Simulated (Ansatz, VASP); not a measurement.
# MgO in VASP and in Ansatz

File INCAR:

```
SYSTEM = MgO
PREC = Accurate
ENCUT = 520
EDIFF = 1E-6
ISMEAR = 0
SIGMA = 0.05
LREAL = .FALSE.
LASPH = .TRUE.
NELM = 80
ALGO = Normal
ISIF = 2
LWAVE = .FALSE.
LCHARG = .FALSE.
GGA = PE
NBANDS = 16
```

Contents of KPOINTS:

```
Automatic mesh
0
G
  9 9 6
  0 0 0
```

File POSCAR:

```
MgO
1.0
    3.4065623930      0.0000000000      0.0000000000
   -1.7032811965      2.9501695719      0.0000000000
    0.0000000000      0.0000000000      4.1675884316
Mg O
2 2
Direct
    0.6666666667      0.3333333333      0.7500000000
    0.3333333333      0.6666666667      0.2500000000
    0.6666666667      0.3333333333      0.2500000000
    0.3333333333      0.6666666667      0.7500000000
```

Input for Ansatz:

```yaml
crystal:
  lattice:
    - [3.406562393, 0.0, 0.0]
    - [-1.7032811965, 2.9501695719, 0.0]
    - [0.0, 0.0, 4.1675884316]
  atoms:
    - { symbol: Mg, position: [0.6666666667, 0.3333333333, 0.75] }
    - { symbol: Mg, position: [0.3333333333, 0.6666666667, 0.25] }
    - { symbol: O, position: [0.6666666667, 0.3333333333, 0.25] }
    - { symbol: O, position: [0.3333333333, 0.6666666667, 0.75] }
basis:
  ecutwfc: 520.0
kpoints:
  mp_grid: { grid: [9, 9, 6] }
hamiltonian:
  xc: pbe
  pseudopotentials: { kind: paw, azcp: { folder: soft_1 } }
scf:
  occupations: { method: gaussian, width: 0.05 }
output:
  forces: true
  stress: true
  eigenvalues: true
```

Alike in both runs: task single point; functional PBE; k mesh 9 × 9 × 6; occupations gaussian, width 0.05 eV; no spin polarisation.

|  | VASP | Ansatz |
| --- | --- | --- |
| version | VASP 6.6.1 | Ansatz 0.2.0 |
| potentials or method | VASP PAW PBE potentials, release 64 (Mg, O), cutoff 520 eV | scalar-relativistic, plane waves, PAW |
| valence electrons in the cell | 16 | 32 |

Ansatz gave:

* gap on the k mesh at the Fermi level (eV): 3.69
* least direct gap on the mesh (eV): 3.69
* pressure (GPa): 12.2
* traceless stress, the component that is largest in VASP (GPa): -2.06

Problem. What did VASP give for the same quantities?

Solution. gap on the k mesh at the Fermi level (eV): 3.67; least direct gap on the mesh (eV): 3.67; pressure (GPa): 11.7; traceless stress, the component that is largest in VASP (GPa): -2.23.

VASP's potentials hold 16 valence electrons a cell and Ansatz's 32, so a difference there can come from the potentials and not from the codes.
